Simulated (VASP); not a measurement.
FeS2:

```xyz
6
Lattice="4.4308 0.0000 0.0000 0.0000 5.4006 0.0000 0.0000 0.0000 3.3792" Properties=species:S:1:pos:R:3 pbc="T T T"
Fe    2.2154    2.7003    1.6896
Fe    0.0000    0.0000    0.0000
S     1.3250    4.7408    1.6896
S     3.1058    0.6597    1.6896
S     0.8904    2.0406    0.0000
S     3.5404    3.3600    0.0000
```

Base run:

- Program: VASP 6.6.1
- Functional: r2SCAN
- Potentials or basis: VASP PAW PBE potentials, release 64 (Fe, S)
- Cutoff: 660 eV
- k mesh: 6 × 4 × 8
- Occupations: fermi-dirac, width 0.02 eV
- Spin: no spin polarisation

Its results: band gap on the k mesh 1.41 eV (least direct gap 1.70 eV); pressure 0.0 GPa; largest force 0.070 eV/Å.

Task: The run is repeated on the same cell with these changes: functional from r2SCAN to PBE; cutoff from 660 eV to 600 eV; k mesh from 6 × 4 × 8 to 6 × 6 × 8. What comes out?

Result: Band gap on the k mesh 0.89 eV (least direct gap 1.18 eV); pressure 0.9 GPa; largest force 0.254 eV/Å.

Several settings changed at once.

Caveats: the PAW data sets were made with another functional, which shifts forces and pressure a little (at least some runs).

A k mesh can miss the band edges.
